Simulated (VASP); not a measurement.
A run of VASP 6.6.1:

File INCAR:

```
SYSTEM = LaAg3
PREC = Accurate ; ENCUT = 520
EDIFF = 1E-6 ; ISMEAR = -1
SIGMA = 0.1 ; LREAL = .FALSE.
LASPH = .TRUE. ; NELM = 80
ALGO = Normal ; ISIF = 2
LWAVE = .FALSE. ; LCHARG = .FALSE.
GGA = PS ; NBANDS = 30
```

KPOINTS

```
regular mesh
0
G
  6 6 6
  0 0 0
```

File POSCAR:

```
LaAg3
1.0
    0.0000000000      3.5195394039      3.5195394039
    3.5195394039      0.0000000000      3.5195394039
    3.5195394039      3.5195394039      0.0000000000
La Ag
1 3
Direct
    0.0000000000      0.0000000000      0.0000000000
    0.5000000000      0.5000000000      0.5000000000
    0.2500000000      0.2500000000      0.2500000000
    0.7500000000      0.7500000000      0.7500000000
```

Potentials or basis: VASP PAW PBE potentials, release 64 (La, Ag).

Launch:

```sh
$ cat potpaw_PBE.64/La/POTCAR potpaw_PBE.64/Ag/POTCAR > POTCAR
$ mpirun -np 1 vasp_std > vasp.out
```

Hardware: 1 thread of Intel(R) Xeon(R) 6975P-C (Granite Rapids), with other jobs on the host.

**Question.** Estimate the wall time of this run.

**Answer.** Run time: 75 s on 1 thread of Intel(R) Xeon(R) 6975P-C (Granite Rapids), on a shared host, peak memory 0.26 GiB. Counts: scf iterations 21, k points 16.
